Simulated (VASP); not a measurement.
A run of VASP 6.6.1:

File INCAR:

```
PREC = Accurate ; ENCUT = 520
EDIFF = 1E-6 ; ISMEAR = -1
SIGMA = 0.08 ; LREAL = F
LASPH = T ; NELM = 100
ALGO = Normal ; ISIF = 2
LWAVE = F ; LCHARG = T
GGA = PE ; LELF = T
LVHAR = T ; NBANDS = 16
```

KPOINTS

```
regular mesh
0
Gamma
  11 11 11
```

File POSCAR:

```
SiW
1.0
    0.0000000000      2.4791425101      2.4791425101
    2.4791425101      0.0000000000      2.4791425101
    2.4791425101      2.4791425101      0.0000000000
W Si
1 1
Direct
    0.0000000000      0.0000000000      0.0000000000
    0.2500000000      0.2500000000      0.2500000000
```

Potentials or basis: VASP PAW PBE potentials, release 64 (W_sv, Si).

Launch:

```console
$ cat potpaw_PBE.64/W_sv/POTCAR potpaw_PBE.64/Si/POTCAR > POTCAR
$ mpirun -np 1 vasp_std > vasp.out
```

Hardware: 1 thread of Intel(R) Xeon(R) 6975P-C (Granite Rapids), with other jobs on the host.

Estimate the wall time of this run.

Wall time 16 s on 1 thread of Intel(R) Xeon(R) 6975P-C (Granite Rapids), on a shared host, peak memory 0.17 GiB. Counts: scf iterations 12, k points 56.
